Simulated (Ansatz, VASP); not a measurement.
## Two plane-wave programs on PbS

Contents of INCAR:

```
ALGO = Normal
EDIFF = 1E-6
ENCUT = 500
GGA = CA
GGA_COMPAT = False
ISIF = 2
ISMEAR = -1
LASPH = True
LCHARG = False
LREAL = False
LWAVE = False
NBANDS = 17
NELM = 120
PREC = Accurate
SIGMA = 0.02
```

File KPOINTS:

```
k-points
0
Gamma
  6 6 6
```

POSCAR

```
PbS
1.0
    2.1654785500      1.2502396500      3.4519160000
   -2.1654785500      1.2502396500      3.4519160000
    0.0000000000     -2.5004793000      3.4519160000
Pb S
1 1
Direct
    0.9805660000      0.9805660000      0.9805660000
    0.4750360000      0.4750360000      0.4750360000
```

Input for Ansatz:

```yaml
crystal:
  lattice:
    - [2.1654785499999996, 1.25023965, 3.451916]
    - [-2.1654785499999996, 1.25023965, 3.451916]
    - [0.0, -2.5004793, 3.451916]
  atoms:
    - { symbol: Pb, position: [0.980566, 0.980566, 0.980566] }
    - { symbol: S, position: [0.475036, 0.475036, 0.475036] }
basis:
  ecutwfc: 450.0
kpoints:
  mp_grid:
    grid: [6, 6, 6]
hamiltonian:
  xc: lda
scf:
  max_iter: 70
  occupations:
    method: fermi_dirac
    width: 0.02
output:
  stress: true
```

Alike in both runs: task single point; functional LDA; k mesh 6 × 6 × 6; occupations fermi-dirac, width 0.02 eV; no spin polarisation.

|  | VASP | Ansatz |
| --- | --- | --- |
| version | VASP 6.6.1 | Ansatz 0.2.0 |
| potentials or method | VASP PAW LDA potentials, release 64 (Pb_d, S), cutoff 500 eV | plane waves, PAW |
| valence electrons in the cell | 20 | 20 |

Ansatz gave:

```
pressure (GPa)                                                : -5.9
traceless stress, the component that is largest in VASP (GPa) : 0.71
```

Task: Estimate VASP's values.

Result: Pressure (GPa): -5.8; traceless stress, the component that is largest in VASP (GPa): 0.71.

LDA's correlation is that of Perdew and Zunger in VASP and of Perdew and Wang (1992) in Ansatz. Ansatz's warnings: structure snapped to symmetry.

Spin-orbit coupling is off throughout.
